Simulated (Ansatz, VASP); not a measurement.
## Ni: VASP beside Ansatz

INCAR

```
  ALGO = Fast
  EDIFF = 1E-6
  ENCUT = 520
  GGA = CA
  ISIF = 2
  ISMEAR = 0
  LASPH = T
  LCHARG = F
  LREAL = F
  LWAVE = F
  NBANDS = 11
  NELM = 100
  PREC = Accurate
  SIGMA = 0.15
```

File KPOINTS:

```
k-points
0
Gamma
  24 24 24
```

The input POSCAR:

```
Ni
1.0
    0.0000000000      1.7455396617      1.7455396617
    1.7455396617      0.0000000000      1.7455396617
    1.7455396617      1.7455396617      0.0000000000
Ni
1
Direct
    0.0000000000      0.0000000000      0.0000000000
```

Input for Ansatz:

```yaml
crystal:
  lattice:
    - [0.0, 1.7455396617, 1.7455396617]
    - [1.7455396617, 0.0, 1.7455396617]
    - [1.7455396617, 1.7455396617, 0.0]
  atoms:
    - { symbol: Ni, position: [0.0, 0.0, 0.0] }
basis:
  ecutwfc: 520.0
kpoints:
  mp_grid: { grid: [24, 24, 24] }
hamiltonian:
  xc: lda
scf:
  occupations: { method: gaussian, width: 0.15 }
  lower_state_search: "off"
output:
  forces: true
  stress: true
  eigenvalues: true
```

Alike in both runs: task single point; functional LDA; k mesh 24 × 24 × 24; occupations gaussian, width 0.15 eV; no spin polarisation.

```csv
,VASP,Ansatz
version,VASP 6.6.1,Ansatz 0.2.0
potentials or method,"VASP PAW LDA potentials, release 64 (Ni), cutoff 520 eV","scalar-relativistic, plane waves, PAW"
valence electrons in the cell,10,18
```

|  | VASP | Ansatz | Ansatz less VASP |
| --- | --- | --- | --- |
| gap on the k mesh at the Fermi level (eV) | none | none | - |
| pressure (GPa) | -13.6 | -13.8 | -0.20 |

LDA's correlation is that of Perdew and Zunger in VASP and of Perdew and Wang (1992) in Ansatz. A gap of «none» marks a metal or a gap that the smearing closes. VASP's potentials hold 10 valence electrons a cell and Ansatz's 18, so a difference there can come from the potentials and not from the codes.
